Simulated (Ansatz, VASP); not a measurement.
**Ge in VASP and in Ansatz**

The input POSCAR:

```
Ge
1.0
    4.0006830000      0.0000000000      0.0000000000
    2.0003415000      3.4646931105      0.0000000000
    2.0003415000      1.1548977035      3.2665439909
Ge
2
Direct
    0.0000000000      0.0000000000      0.0000000000
    0.2500000000      0.2500000000      0.2500000000
```

File INCAR.step1:

```
SYSTEM = Ge
  PREC = Accurate
  ENCUT = 550
  ISMEAR = 0
  SIGMA = 0.01
  LREAL = .False.
  LASPH = .True.
  NELM = 120
  GGA = PE
  ALGO = Normal
  EDIFF = 1E-5
  LWAVE = .True.
  LCHARG = .False.
  GGA_COMPAT = .False.
  IBRION = 2
  ISIF = 3
  EDIFFG = -0.005
  NELMIN = 4
  NSW = 100
```

File INCAR.step2:

```
SYSTEM = Ge
  PREC = Accurate
  ENCUT = 550
  EDIFF = 1E-7
  ISMEAR = 0
  SIGMA = 0.01
  LREAL = .False.
  LASPH = .True.
  NELM = 120
  ALGO = Normal
  ISIF = 3
  LWAVE = .False.
  LCHARG = .False.
  METAGGA = R2SCAN
  LMIXTAU = .True.
  IBRION = 2
  NSW = 80
  EDIFFG = -0.01
  ISTART = 1
  GGA_COMPAT = .False.
  NELMIN = 4
```

File KPOINTS:

```
Automatic mesh
0
Gamma
  6 6 6
  0 0 0
```

Input for Ansatz:

```yaml
crystal:
  lattice:
    - [4.000683, 0.0, 0.0]
    - [2.0003415000000007, 3.4646931104885397, 0.0]
    - [2.0003415000000007, 1.15489770349618, 3.2665439908756775]
  atoms:
    - { symbol: Ge, position: [0.0, 0.0, 0.0] }
    - { symbol: Ge, position: [0.25000000000000006, 0.25000000000000006, 0.25] }
kpoints:
  mp_grid:
    grid: [6, 6, 6]
    shift: [0.0, 0.0, 0.0]
hamiltonian:
  xc: r2scan
  dispersion: none
scf:
  occupations:
    method: fixed
relax:
  cell: {}
```

Alike in both runs: task relaxation of cell and atoms; functional r2SCAN; k mesh 6 × 6 × 6; no spin polarisation.

```csv
,VASP,Ansatz
version,VASP 6.6.1,Ansatz 0.2.0
potentials or method,"VASP PAW PBE potentials, release 64 (Ge_d)","plane waves, PAW"
plane-wave cutoff (eV),550,500
occupations,"gaussian, width 0.01 eV",fixed
valence electrons in the cell,28,28
```

Ansatz gave:

| Property | Result |
| --- | --- |
| relaxed volume (Å³/atom) | 22.81 |
| relaxed cell length with the largest relative difference (Å) | 4.011 |

Problem. Estimate VASP's values.

Solution. Relaxed volume (Å³/atom): 22.84; relaxed cell length with the largest relative difference (Å): 4.012.

VASP's potentials were made for PBE, not for r2SCAN.
